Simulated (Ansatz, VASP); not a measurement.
Two plane-wave programs on B5O

File INCAR:

```
SYSTEM = B5O
PREC = Accurate
ENCUT = 520
EDIFF = 1E-6
ISMEAR = 0
SIGMA = 0.1
LREAL = .False.
LASPH = .True.
NELM = 60
ALGO = Normal
ISIF = 2
LWAVE = .False.
LCHARG = .True.
GGA = PE
LELF = .True.
LVHAR = .True.
NBANDS = 20
```

The input KPOINTS:

```
regular mesh
0
Gamma
  6 6 4
  0 0 0
```

Contents of POSCAR:

```
B5O
1.0
    2.8661809600      0.0000000000      0.0000000000
   -1.4330904800      2.4821855200      0.0000000000
    0.0000000000      0.0000000000      6.3947715800
B O
5 1
Direct
    0.3333333300      0.6666666700      0.6412483800
    0.3333333300      0.6666666700      0.3587516200
    0.6666666700      0.3333333300      0.3587516200
    0.6666666700      0.3333333300      0.6412483800
    0.0000000000      0.0000000000      0.5000000000
    0.0000000000      0.0000000000      0.0000000000
```

Input for Ansatz:

```yaml
crystal:
  lattice:
    - [2.86618096, 0.0, 0.0]
    - [-1.43309048, 2.48218552, 0.0]
    - [0.0, 0.0, 6.39477158]
  atoms:
    - { symbol: B, position: [0.33333333, 0.66666667, 0.64124838] }
    - { symbol: B, position: [0.33333333, 0.66666667, 0.35875162] }
    - { symbol: B, position: [0.66666667, 0.33333333, 0.35875162] }
    - { symbol: B, position: [0.66666667, 0.33333333, 0.64124838] }
    - { symbol: B, position: [0.0, 0.0, 0.5] }
    - { symbol: O, position: [0.0, 0.0, 0.0] }
basis:
  ecutwfc: 420
kpoints:
  mp_grid: { grid: [6, 6, 4] }
hamiltonian:
  xc: pbe
scf:
  occupations: { method: gaussian, width: 0.1 }
  lower_state_search: "off"
output:
  forces: true
  stress: true
  eigenvalues: true
```

Alike in both runs: task single point; functional PBE; k mesh 6 × 6 × 4; occupations gaussian, width 0.1 eV; no spin polarisation.

|  | VASP | Ansatz |
| --- | --- | --- |
| version | VASP 6.6.1 | Ansatz 0.2.0 |
| potentials or method | VASP PAW PBE potentials, release 64 (B, O), cutoff 520 eV | scalar-relativistic, plane waves, PAW |
| valence electrons in the cell | 21 | 21 |

```tsv
	VASP	Ansatz	Ansatz less VASP
gap on the k mesh at the Fermi level (eV)	none	none	-
rms of the force components (eV/Å)	1.768	1.763	-0.0047
```

Atom by atom the forces differ by 0.005 eV/Å (rms over components). A gap of «none» marks a metal or a gap that the smearing closes. The functional is the same, so the differences come from potentials, cutoffs and numerics.

The k mesh is coarse, so the values compare programs but aren't converged.
